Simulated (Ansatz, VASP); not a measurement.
# CoH3: VASP beside Ansatz

```
Co H
1.0
     2.61133    0.00000    0.00000
     0.00000    2.61133    0.00000
     0.00000    0.00000    2.61133
Co H
1 3
Direct
  0.51800 0.14200 0.45000
  0.51800 0.64200 0.95000
  0.01800 0.14200 0.95000
  0.01800 0.64200 0.45000
```

Alike in both runs: task single point; functional PBE; k mesh 4 × 4 × 4; occupations gaussian, width 0.1 eV; no spin polarisation.

|  | VASP | Ansatz |
| --- | --- | --- |
| version | VASP 6.6.1 | Ansatz 0.2.0 |
| potentials or method | VASP PAW PBE potentials, release 64 (Co, H), cutoff 600 eV | scalar-relativistic, plane waves, PAW |
| valence electrons in the cell | 12 | 20 |

Ansatz gave:

```
gap on the k mesh at the Fermi level (eV) : none
pressure (GPa)                            : 2.0
```

Task: What did VASP give for the same quantities?

Result: gap on the k mesh at the Fermi level (eV): none; pressure (GPa): 1.8.

A gap of «none» marks a metal or a gap that the smearing closes. VASP's potentials hold 12 valence electrons a cell and Ansatz's 20, so a difference there can come from the potentials and not from the codes.

The k mesh is coarse, so the values compare programs but aren't converged.
